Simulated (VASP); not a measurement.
## MgO: single point with PBE

Crystal: MgO.

```
CELL_PARAMETERS angstrom
3.02364 0.00000 0.00000
-1.51182 2.61855 0.00000
0.00000 0.00000 2.75777
ATOMIC_POSITIONS crystal
Mg 0.00000 0.00000 0.00000
O 0.33333 0.66667 0.50000
```

```json
{
 "Program": "VASP 6.6.1",
 "Task": "single point",
 "Functional": "PBE",
 "Potentials or basis": "VASP PAW PBE potentials, release 64 (Mg, O)",
 "Cutoff": "600 eV",
 "k mesh": "6 × 6 × 6",
 "Occupations": "gaussian, width 0.1 eV",
 "Spin": "no spin polarisation",
 "Dipole correction": "no",
 "Further INCAR settings": "ALGO = Normal; EDIFF = 1e-06; NBANDS = 11"
}
```

```yaml
Pressure: -10.8 GPa
Band_gap_on_the_k_mesh: 2.39 eV, indirect (least direct gap 2.77 eV)
```

Stress tensor (GPa, compression positive):
```
 -9.91   0.00   0.00
  0.00  -9.91   0.00
  0.00   0.00 -12.45
```

Levels at points of the mesh, in eV from the valence-band top:
| k point | band 1 | band 2 | band 3 | band 4 | band 5 | band 6 | band 7 | band 8 | band 9 |
| --- | --- | --- | --- | --- | --- | --- | --- | --- | --- |
| (0.00, 0.00, 0.00) | -17.01 | -0.54 | -0.54 | -0.38 | 2.39 | 11.57 | 14.84 | 14.84 | 18.89 |
| (0.50, 0.00, 0.00) | -16.14 | -4.49 | -1.20 | -0.05 | 6.17 | 9.59 | 12.51 | 16.60 | 17.96 |
| (0.00, 0.00, 0.50) | -16.11 | -4.95 | -0.08 | -0.08 | 7.56 | 8.30 | 16.92 | 16.92 | 17.86 |
| (0.50, 0.00, 0.50) | -15.50 | -3.40 | -3.05 | -0.73 | 5.55 | 10.82 | 12.82 | 13.94 | 14.36 |

Run time: 5 s on 1 thread of Intel Xeon 6975P-C (shared host), peak memory 0.14 GiB.

A k mesh can miss the band edges. A hybrid or GW would open this gap; PBE tends to underestimate it.
